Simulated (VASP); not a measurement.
Write the native input for VASP 6.6.1 that does the following.

* Task: single point
* Functional: PBE
* Potentials or basis: VASP PAW PBE potentials, release 64 (Al, N)
* Cutoff: 520 eV
* k mesh: 9 × 9 × 6
* Occupations: gaussian, width 0.05 eV
* Spin: no spin polarisation
* Dipole correction: no
* Further INCAR settings: ALGO = Normal; EDIFF = 1e-06; NBANDS = 16

The structure of AlN lies in POSCAR:

```
AlN
1.0
    3.1478000000      0.0000000000      0.0000000000
   -1.5739000000      2.7260747660      0.0000000000
    0.0000000000      0.0000000000      4.1875902404
Al N
2 2
Direct
    0.3333333333      0.6666666667      0.7500000000
    0.6666666667      0.3333333333      0.2500000000
    0.3333333333      0.6666666667      0.2500000000
    0.6666666667      0.3333333333      0.7500000000
```

The input as run:

INCAR

```
PREC = Accurate
ENCUT = 520
EDIFF = 1E-6
ISMEAR = 0
SIGMA = 0.05
LREAL = F
LASPH = T
NELM = 100
ALGO = Normal
ISIF = 2
LWAVE = F
LCHARG = F
GGA = PE
NBANDS = 16
```

KPOINTS

```
Automatic mesh
0
Gamma
  9 9 6
```

Potentials or basis: VASP PAW PBE potentials, release 64 (Al, N).

The run is started by

```bash
$ cat potpaw_PBE.64/Al/POTCAR potpaw_PBE.64/N/POTCAR > POTCAR
$ mpirun -np 1 vasp_std > vasp.out
```

It gave:

```
Pressure               : 28.8 GPa
Band gap on the k mesh : 3.96 eV, direct
```

It took 8.1 s on 1 thread of Intel(R) Xeon(R) 6975P-C (Granite Rapids), with other jobs on the host, peak memory 0.15 GiB.
